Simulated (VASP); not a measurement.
A run of VASP 6.6.1:

Contents of POSCAR:

```
BN
1.0
    2.5163733431      0.0000000000      0.0000000000
   -1.2508526866      2.1834610966      0.0000000000
   -0.6327603282     -1.0917305483      3.0325817349
B N
1 1
Direct
    0.9796430000      0.9834990000      0.0018060000
    0.6685060000      0.3323850000      0.9849990000
```

File INCAR.step1:

```
SYSTEM = BN
PREC = Accurate
ENCUT = 520
ISMEAR = 0
SIGMA = 0.01
LREAL = .FALSE.
LASPH = .TRUE.
NELM = 80
NBANDS = 11
GGA = PE
ALGO = Normal
EDIFF = 1E-4
LWAVE = .TRUE.
LCHARG = .FALSE.
```

Contents of INCAR.step2:

```
SYSTEM = BN
PREC = Accurate
ENCUT = 520
EDIFF = 1E-7
ISMEAR = 0
SIGMA = 0.01
LREAL = .FALSE.
LASPH = .TRUE.
NELM = 80
ALGO = Normal
ISIF = 2
LWAVE = .FALSE.
LCHARG = .FALSE.
METAGGA = R2SCAN
LMIXTAU = .TRUE.
NBANDS = 11
ISTART = 1
```

File KPOINTS:

```
Automatic mesh
0
G
  10 10 6
  0 0 0
```

Potentials or basis: VASP PAW PBE potentials, release 64 (B, N).

Command:

```bash
$ cat potpaw_PBE.64/B/POTCAR potpaw_PBE.64/N/POTCAR > POTCAR
$ cp INCAR.step1 INCAR
$ mpirun -np 1 vasp_std > vasp.out
$ cp INCAR.step2 INCAR
$ mpirun -np 1 vasp_std > vasp.out
```

Hardware: 1 thread of Intel(R) Xeon(R) Platinum 8488C (Sapphire Rapids) (shared host).

Task: How long does it take, and how much memory?

Result: Run time: 110 s on 1 thread of Intel(R) Xeon(R) Platinum 8488C (Sapphire Rapids), on a shared host, peak memory 0.17 GiB. Counts: k points 304.
